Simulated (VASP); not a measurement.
Runs of VASP 6.6.1 on InSe. The structure is that of space group Pm-3m (No. 221), or close to it. The cells are those of the table. 

| task | cell | k mesh | cutoff (eV) | gap on the mesh (eV) | pressure (GPa) | relaxed volume (Å³/atom) |
| --- | --- | --- | --- | --- | --- | --- |
| relaxation of cell and atoms | relaxed from a = 4.020 Å, 2 atoms | 4 × 4 × 4 | 600 | none | 0.0 | 24.86 |
| relaxation of cell and atoms | relaxed from a = 3.631 Å, 2 atoms | 16 × 16 × 16 | 600 | none | 0.0 | 23.97 |
| relaxation of cell and atoms | relaxed from a = 3.683 Å, 2 atoms | 6 × 6 × 6 | 600 | none | 0.1 | 23.95 |
| single point | a = 3.683 Å, 2 atoms | 4 × 4 × 4 | 520 | none | (b) | - |
| single point | a = 4.020 Å, 2 atoms | 4 × 4 × 4 | 520 | none | (a) | - |

Alike in all rows: level PBE; potentials or basis VASP PAW PBE potentials, release 64 (In_d, Se); no spin polarisation; smearing gaussian 0.1 eV.

Fill in the values left out.

(a) -6.3; (b) -0.2.

Caveats: some runs use coarse meshes; spin-orbit coupling is left out, which moves the levels of the heavy elements; the volume moved by over 15 % at a fixed basis, so the end points are rough (at least some runs).

A k mesh can miss the band edges, and the runs leave out spin-orbit coupling on In, Se.

A gap of «none» marks levels without a gap at the run's occupations.
